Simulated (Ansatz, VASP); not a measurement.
## B2SbP3 in VASP and in Ansatz

```
B Sb P
1.0
     2.37600    1.37179    5.42748
    -2.37600    1.37179    5.42748
     0.00000   -2.74357    5.42748
B Sb P
2 1 3
Cartesian
  0.0000 0.0000 11.9908
  0.0000 0.0000 4.2916
  0.0000 0.0000 0.0000
  0.0000 -1.3718 2.7137
  1.1880 0.6859 2.7137
  -1.1880 0.6859 2.7137
```

Change from the starting cell: species swapped into the Pr2GeRh3 type (R-3m, No. 166).

Alike in both runs: functional PBE; k mesh 6 × 6 × 6; occupations gaussian, width 0.1 eV; no spin polarisation.

Ansatz relaxed the structure, and its values are those at the end. VASP's run is a single point on that final structure, the one shown.

|  | VASP | Ansatz |
| --- | --- | --- |
| version | VASP 6.6.1 | Ansatz 0.2.0 |
| potentials or method | VASP PAW PBE potentials, release 64 (B, Sb, P), cutoff 520 eV | scalar-relativistic, plane waves, PAW |
| valence electrons in the cell | 26 | 36 |

|  | VASP | Ansatz | Ansatz less VASP |
| --- | --- | --- | --- |
| gap on the k mesh at the Fermi level (eV) | none | none | - |
| pressure (GPa) | -0.2 | 0.0 | +0.23 |
| rms of the force components (eV/Å) | 0.010 | 0.007 | -0.0033 |

A gap of «none» marks a metal or a gap that the smearing closes. VASP's potentials hold 26 valence electrons a cell and Ansatz's 36, so a difference there can come from the potentials and not from the codes.

Neither program's run includes spin-orbit coupling.
